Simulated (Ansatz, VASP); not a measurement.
## One calculation of P, two programs

The input INCAR:

```
SYSTEM = P
PREC = Accurate ; ENCUT = 520
EDIFF = 1E-7 ; ISMEAR = 0
SIGMA = 0.15 ; LREAL = .False.
LASPH = .True. ; NELM = 100
ALGO = Normal ; ISIF = 2
LWAVE = .False. ; LCHARG = .False.
GGA = PE ; IVDW = 12
NBANDS = 12
```

KPOINTS

```
Automatic mesh
0
Gamma
  24 24 24
  0 0 0
```

File POSCAR:

```
P
1.0
    1.5703334775      0.9066324559      3.4768222638
   -1.5703334775      0.9066324559      3.4768222638
    0.0000000000     -1.8132649118      3.4768222638
P
2
Direct
    0.2336660455      0.2336660455      0.2336660455
    0.7663339545      0.7663339545      0.7663339545
```

Input for Ansatz:

```yaml
crystal:
  lattice:
    - [1.5703334775, 0.9066324559, 3.4768222638]
    - [-1.5703334775, 0.9066324559, 3.4768222638]
    - [0.0, -1.8132649118, 3.4768222638]
  atoms:
    - { symbol: P, position: [0.2336660455, 0.2336660455, 0.2336660455] }
    - { symbol: P, position: [0.7663339545, 0.7663339545, 0.7663339545] }
basis:
  ecutwfc: 420
kpoints:
  mp_grid: { grid: [24, 24, 24] }
hamiltonian:
  xc: pbe
  dispersion: d3bj
scf:
  occupations: { method: gaussian, width: 0.15 }
output:
  forces: true
  stress: true
  eigenvalues: true
```

Alike in both runs: task single point; functional PBE; dispersion D3(BJ); k mesh 24 × 24 × 24; occupations gaussian, width 0.15 eV; no spin polarisation.

|  | VASP | Ansatz |
| --- | --- | --- |
| version | VASP 6.6.1 | Ansatz 0.2.0 |
| potentials or method | VASP PAW PBE potentials, release 64 (P), cutoff 520 eV | scalar-relativistic, plane waves, PAW |
| valence electrons in the cell | 10 | 10 |

Ansatz gave:

- gap on the k mesh at the Fermi level (eV): none
- pressure (GPa): 2.8
- traceless stress, the component that is largest in VASP (GPa): -16.06
- rms of the force components (eV/Å): 0.758

Question: Estimate VASP's values.

Answer: gap on the k mesh at the Fermi level (eV): none; pressure (GPa): 2.5; traceless stress, the component that is largest in VASP (GPa): -16.15; rms of the force components (eV/Å): 0.798.

Atom by atom the forces differ by 0.040 eV/Å (rms over components). A gap of «none» marks a metal or a gap that the smearing closes.
